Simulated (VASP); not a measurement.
Write the native input for VASP 6.6.1 that does the following.

```
Task                   : single point
Functional             : PBE
Potentials or basis    : VASP PAW PBE potentials, release 64 (Mg, O)
Cutoff                 : 520 eV
k mesh                 : 9 × 9 × 2
Occupations            : gaussian, width 0.05 eV
Spin                   : no spin polarisation
Dipole correction      : no
Further INCAR settings : ALGO = Normal; EDIFF = 1e-07; NBANDS = 26
```

The structure of MgO lies in POSCAR:

```
MgO
1.0
    3.2805263433      0.0000000000      0.0000000000
   -1.6402631717      2.8410191511      0.0000000000
    0.0000000000      0.0000000000     10.5138967343
Mg O
4 4
Direct
    0.2946148333      0.5892296667      0.9694906392
    0.0269958911      0.0539917822      0.2208211786
   -0.0269958911     -0.0539917822      0.7208211786
    0.7053851667      0.4107703333      0.4694906392
    0.3041311960      0.6082623920      0.7800420079
    0.0354199746      0.0708399493      0.5296443544
   -0.0354199746     -0.0708399493      0.0296443544
    0.6958688040      0.3917376080      0.2800420079
```

This cell differs from its parent crystal: mode 4 frozen in at +0.000 Å and mode 5 at -0.220 Å (largest displacements).

One way to write it, as run:

INCAR

```
  PREC = Accurate
  ENCUT = 520
  EDIFF = 1E-7
  ISMEAR = 0
  SIGMA = 0.05
  LREAL = F
  LASPH = T
  NELM = 100
  ALGO = Normal
  ISIF = 2
  LWAVE = F
  LCHARG = F
  GGA = PE
  NBANDS = 26
```

KPOINTS

```
regular mesh
0
Gamma
  9 9 2
```

Potentials or basis: VASP PAW PBE potentials, release 64 (Mg, O).

Run with:

```bash
$ cat potpaw_PBE.64/Mg/POTCAR potpaw_PBE.64/O/POTCAR > POTCAR
$ mpirun -np 1 vasp_std > vasp.out
```

It gave:

```yaml
Pressure: -0.7 GPa
Largest_force: 0.311 eV/Å
Band_gap_on_the_k_mesh: 3.28 eV, direct
```

Caveat: the cell differs from its parent crystal (mode 4 frozen in at +0.000 Å and mode 5 at -0.220 Å (largest displacements)).

Run time: 97 s on 1 thread of Intel Xeon 6975P-C (shared host), peak memory 0.26 GiB.
